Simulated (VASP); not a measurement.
# ZnSn2N2 (P-4m2) in VASP: a series of runs

Aim: see how the results for ZnSn2N2 move with the level of theory and the settings. Levels: LDA, PBEsol. Tasks: single point.

All numbers are computed with VASP 6.6.1; they aren't measurements. Logs are shortened: lines on timing, memory, paths and dates and some standing lists are left out, and cuts for length are marked.

### Step 1. The cell of the first run

It takes space group P-4m2 (No. 115, tetragonal). The conventional cell has a = 3.265 Å, b = 3.265 Å, c = 7.833 Å, α = 90.00°, β = 90.00°, γ = 90.00°. Within 2.6 Å of Zn (site symmetry -4m2) lie 4 N at 1.99 Å. Within 2.7 Å of Sn (site symmetry 2mm) lie 2 N at 2.07 Å. N (site symmetry 2mm) has 2 Zn at 1.99 Å and 2 Sn at 2.07 Å within 2.6 Å.

### Step 2. Single point, LDA

Input file INCAR:

```
SYSTEM = ZnSn2N2
PREC = Accurate ; ENCUT = 520
EDIFF = 1E-6 ; ISMEAR = -1
SIGMA = 0.05 ; LREAL = .False.
LASPH = .True. ; NELM = 80
ALGO = Normal ; ISIF = 2
LWAVE = .False. ; LCHARG = .False.
NBANDS = 33
```

Input file KPOINTS:

```
Automatic mesh
0
Gamma
  7 7 3
  0 0 0
```

Input file POSCAR:

```
ZnSn2N2
1.0
    3.2653025252      0.0000000000      0.0000000000
    0.0000000000      3.2653025252      0.0000000000
    0.0000000000      0.0000000000      7.8334672459
Zn Sn N
1 2 2
Direct
    0.0000000000      0.0000000000      0.0000000000
    0.5000000000      0.5000000000      0.6924902264
    0.5000000000      0.5000000000      0.3075097736
    0.5000000000      0.0000000000      0.1445694173
    0.0000000000      0.5000000000      0.8554305827
```

Potentials or basis: VASP PAW LDA potentials, release 64 (Zn, Sn_d, N).

Run with:

```bash
> cat potpaw_LDA.64/Zn/POTCAR potpaw_LDA.64/Sn_d/POTCAR potpaw_LDA.64/N/POTCAR > POTCAR
> mpirun -np 1 vasp_std > vasp.out
```

OUTCAR:

```text
SYSTEM = ZnSn2N2
   PREC = Accurate
   ENCUT = 520
   EDIFF = 1E-6
   ISMEAR = -1
   LREAL = .False.
   LASPH = .True.
   NELM = 80
   ISIF = 2

 ion  position               nearest neighbor table
   1  0.000  0.000  0.000-   4 1.99   5 1.99   5 1.99   4 1.99   2 3.34   3 3.34   2 3.34   2 3.34
                             3 3.34   3 3.34   2 3.34   3 3.34
   2  0.500  0.500  0.692-   5 2.07   5 2.07   3 3.02   1 3.34   1 3.34   1 3.34   1 3.34
   3  0.500  0.500  0.308-   4 2.07   4 2.07   2 3.02   1 3.34   1 3.34   1 3.34   1 3.34
   4  0.500  0.000  0.145-   1 1.99   1 1.99   3 2.07   3 2.07
   5  0.000  0.500  0.855-   1 1.99   1 1.99   2 2.07   2 2.07

  LATTYP: Found a simple tetragonal cell.
 ALAT       =     3.2653025252
 C/A-ratio  =     2.3990019869

  Lattice vectors:

 A1 = (   3.2653025252,   0.0000000000,   0.0000000000)
 A2 = (   0.0000000000,   3.2653025252,   0.0000000000)
 A3 = (   0.0000000000,   0.0000000000,   7.8334672459)

Analysis of symmetry for initial positions (statically):
=====================================================================
 Subroutine PRICEL returns:
 Original cell was already a primitive cell.

 Routine SETGRP: Setting up the symmetry group for a
 simple tetragonal supercell.

 Subroutine GETGRP returns: Found  8 space group operations
 (whereof  8 operations were pure point group operations)
 out of a pool of 16 trial point group operations.

The static configuration has the point symmetry D_2d.

Analysis of symmetry for dynamics (positions and initial velocities):
=====================================================================
 Subroutine PRICEL returns:
 Original cell was already a primitive cell.

 Routine SETGRP: Setting up the symmetry group for a
 simple tetragonal supercell.

 Subroutine GETGRP returns: Found  8 space group operations
 (whereof  8 operations were pure point group operations)
 out of a pool of 16 trial point group operations.

The dynamic configuration has the point symmetry D_2d.

 Subroutine INISYM returns: Found  8 space group operations
 (whereof  8 operations are pure point group operations),
 and found     1 'primitive' translations

----------------------------------------------------------------------------------------

                                     Primitive cell

  volume of cell :      83.5220

[... 88 lines left out ...]
   NELM   =     80;   NELMIN=  2; NELMDL= -5     # of ELM steps
   EDIFF  = 0.1E-05   stopping-criterion for ELM
   LREAL  =      F    real-space projection
   EDIFFG = 0.1E-04   stopping-criterion for IOM
   NSW    =      0    number of steps for IOM
   IBRION =     -1    ionic relax: 0-MD 1-quasi-New 2-CG
   NFREE  =      0    steps in history (QN), initial steepest desc. (CG)
   ISIF   =      2    stress and relaxation
   ISYM   =      2    0-nonsym 1-usesym 2-fastsym
   POTIM  = 0.5000    time-step for ionic-motion
   TEBEG  =    0.0;   TEEND  =   0.0 temperature during run
   PSTRESS=    0.0 pullay stress
   NELECT =      50.0000    total number of electrons
   NUPDOWN=      -1.0000    fix difference up-down
   EMIN   =  10.00;   EMAX   =-10.00  energy-range for DOS
   EFERMI =   0.00;   METHOD = LEGACY
   ISMEAR =    -1;   SIGMA  =   0.05  broadening in eV -4-tet -1-fermi 0-gaus
   EFERMI_NEDOS =   21; number of points for ismear=-14 and -15
   IALGO  =     38    algorithm
   IMIX   =      4    mixing-type and parameters
     AMIX     =   0.40;   BMIX     =  1.00
     AMIX_MAG =   1.60;   BMIX_MAG =  1.00
  volume/ion in A,a.u.               =      16.70       112.73
  Fermi-wavevector in a.u.,A,eV,Ry     =   1.379742  2.607334 25.901246  1.903688
  Thomas-Fermi vector in A             =   2.504683
   LORBIT       =      0    0 simple, 1 ext, 2 COOP (PROOUT), +10 PAW based schemes
   GGA     = CA    functional components
   LHFCALC =     F    Hartree Fock is set to
   AEXX    =    0.0000 exact exchange contribution
   IVDW    =     0    specifies the selected vdW correction
   LEPSILON=     F    determine dielectric tensor
   LRPA    =     F    only Hartree local field effects (RPA)
 non-spin polarized calculation
  energy-cutoff  :      520.00
  volume of cell :       83.52
 maximum number of plane-waves:      2269
   NGX = 13   NGY = 13   NGZ = 29

 number of electron      49.9999998 magnetization

 Free energy of the ion-electron system (eV)
  ---------------------------------------------------
  ext. energy  EPLUGINS =         0.00000000
  ---------------------------------------------------
  free energy    TOTEN  =       -28.22336334 eV

  energy without entropy =      -28.21070815  energy(sigma->0) =      -28.21703575

 E-fermi :   6.1087     XC(G=0): -10.9713

 val. band max:        6.0626200984   @ k =   0.2857   0.1429   0.3333
 cond. band min:       6.1167910828   @ k =   0.1429   0.1429   0.0000
 fundamental gap:      0.0541709843
 Fermi energy:         6.1087496853

 k-point     1 :       0.0000    0.0000    0.0000
  band No.  band energies     occupation
      1     -15.4588      2.00000
      2     -15.4529      2.00000
      3     -15.3019      2.00000
      4     -15.2121      2.00000
      5     -15.2121      2.00000
      6     -15.1214      2.00000
[... 709 lines left out ...]
     32      13.6042      0.00000
     33      13.6582      0.00000

------------------------ aborting loop because EDIFF is reached ----------------------------------------

  FORCE on cell =-STRESS in cart. coord.  units (eV):
  Direction    XX          YY          ZZ          XY          YZ          ZX
  --------------------------------------------------------------------------------------
  -------------------------------------------------------------------------------------
  Total        0.1835147      0.1835147      0.1842354      0.0000000      0.0000000      0.0000000
  in kB        3.5203075      3.5203075      3.5341319      0.0000000      0.0000000      0.0000000
  external PRESSURE =       3.5249156 kB  Pullay stress =       0.0000000 kB

 VOLUME and BASIS-vectors are now :
 -----------------------------------------------------------------------------
  energy-cutoff  :      520.00
  volume of cell :       83.52
      direct lattice vectors                 reciprocal lattice vectors
     3.265302525  0.000000000  0.000000000     0.306250337  0.000000000  0.000000000
     0.000000000  3.265302525  0.000000000     0.000000000  0.306250337  0.000000000
     0.000000000  0.000000000  7.833467246     0.000000000  0.000000000  0.127657392

 POSITION                                       TOTAL-FORCE (eV/Angst)
 -----------------------------------------------------------------------------------
      0.00000      0.00000      0.00000         0.000000      0.000000      0.000000
      1.63265      1.63265      5.42460         0.000000      0.000000     -0.029663
      1.63265      1.63265      2.40887         0.000000      0.000000      0.029663
      1.63265      0.00000      1.13248         0.000000      0.000000      0.032917
      0.00000      1.63265      6.70099         0.000000     -0.000000     -0.032917
 -----------------------------------------------------------------------------------
    total drift:                                0.000000     -0.000000      0.000000

  FREE ENERGIE OF THE ION-ELECTRON SYSTEM (eV)
  ---------------------------------------------------
  free  energy   TOTEN  =       -28.2233633374 eV

  energy  without entropy=      -28.2107081549  energy(sigma->0) =      -28.21703575
```

Wall time 19 s (1 thread of Intel Xeon 6975P-C (Granite Rapids), shared host); peak memory 0.19 GiB.

What came out:

```
Free energy            : -28.2234 eV
Pressure               : 0.4 GPa
Largest force          : 0.033 eV/Å
Band gap on the k mesh : zero (bands 25 and 26 overlap by 1.45 eV)
```

Forces on the atoms (eV/Å):
```
Zn   0.000  0.000  0.000
Sn   0.000  0.000 -0.030
Sn   0.000  0.000  0.030
N    0.000  0.000  0.033
N    0.000  0.000 -0.033
```

Levels at points of the mesh, in eV from the Fermi level:
| k point | band 23 | band 24 | band 25 | band 26 | band 27 | band 28 |
| --- | --- | --- | --- | --- | --- | --- |
| (0.00, 0.00, 0.00) | -1.13 | -1.13 | 0.40 | 0.90 | 3.30 | 5.67 |

Caveat: spin-orbit coupling is left out, which moves the levels of the heavy elements.

### Step 3. Single point, PBEsol

This run uses another cell than the first one, of 17.20 Å³/atom.

Input file INCAR:

```
ALGO = Normal ; EDIFF = 1E-7
ENCUT = 520 ; GGA = PS
ISIF = 2 ; ISMEAR = -1
LASPH = True ; LCHARG = False
LREAL = False ; LWAVE = False
NBANDS = 33 ; NELM = 80
PREC = Accurate ; SIGMA = 0.05
```

Input file KPOINTS:

```
k-points
0
Gamma
  7 7 3
```

Input file POSCAR:

```
ZnSn2N2
1.0
    3.2983484047      0.0000000000      0.0000000000
    0.0000000000      3.2983484047      0.0000000000
    0.0000000000      0.0000000000      7.9045792089
Zn Sn N
1 2 2
Direct
    0.0000000000      0.0000000000      0.0000000000
    0.5000000000      0.5000000000      0.6924238558
    0.5000000000      0.5000000000      0.3075761442
    0.5000000000      0.0000000000      0.1453866980
    0.0000000000      0.5000000000      0.8546133020
```

Potentials or basis: VASP PAW PBE potentials, release 64 (Zn, Sn_d, N).

Run with:

```bash
> cat potpaw_PBE.64/Zn/POTCAR potpaw_PBE.64/Sn_d/POTCAR potpaw_PBE.64/N/POTCAR > POTCAR
> mpirun -np 1 vasp_std > vasp.out
```

It took 31 s on 1 thread of Intel Xeon 6975P-C (Granite Rapids), shared host; peak memory 0.23 GiB.

It converged, with:

| Property | Result |
| --- | --- |
| Free energy | -26.3887 eV |
| Pressure | 0.2 GPa |
| Largest force | 0.030 eV/Å |
| Band gap on the k mesh | zero (bands 25 and 26 overlap by 1.39 eV) |

Forces on the atoms (eV/Å):
```
Zn   0.000  0.000  0.000
Sn   0.000  0.000 -0.009
Sn   0.000  0.000  0.009
N    0.000  0.000  0.030
N    0.000  0.000 -0.030
```

Levels at points of the mesh, in eV from the Fermi level:
```csv
k point,band 22,band 23,band 24,band 25,band 26,band 27,band 28,band 29
"(0.00, 0.00, 0.00)",-2.83,-1.13,-1.13,0.38,0.76,3.23,5.60,5.60
```

Caveat: the PAW data sets were made with another functional, which shifts forces and pressure a little; spin-orbit coupling is left out, which moves the levels of the heavy elements.
